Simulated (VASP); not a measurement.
Runs of VASP 6.6.1 on BaO. The structure is that of space group Fm-3m (No. 225), or close to it. The cells are those of the table. 

| level | potentials or basis | cell | cutoff (eV) | gap on the mesh (eV) | pressure (GPa) |
| --- | --- | --- | --- | --- | --- |
| PBE | VASP PAW PBE potentials, release 64 (Ba_sv, O) | a = 3.941 Å, angles 60.0°, 2 atoms | 600 | (c) | 1.5 |
| r2SCAN | VASP PAW PBE potentials, release 64 (Ba_sv, O) | a = 3.920 Å, angles 60.0°, 2 atoms | 660 | 2.32 | 1.6 |
| LDA | VASP PAW LDA potentials, release 64 (Ba_sv, O) | a = 3.843 Å, angles 60.0°, 2 atoms | 600 | 1.60 | 2.2 |
| PBEsol | VASP PAW PBE potentials, release 64 (Ba_sv, O) | a = 3.882 Å, angles 60.0°, 2 atoms | 600 | (b) | (a) |

Alike in all rows: task single point; no spin polarisation; k mesh 8 × 8 × 8; smearing fermi-dirac 0.02 eV.

Q: Fill in the values left out.

A: (a) 1.8; (b) 1.77; (c) 2.04.

Caveats: spin-orbit coupling is left out, which moves the levels of the heavy elements; the PAW data sets were made with another functional, which shifts forces and pressure a little (at least some runs).

A k mesh can miss the band edges, and the runs leave out spin-orbit coupling on Ba.
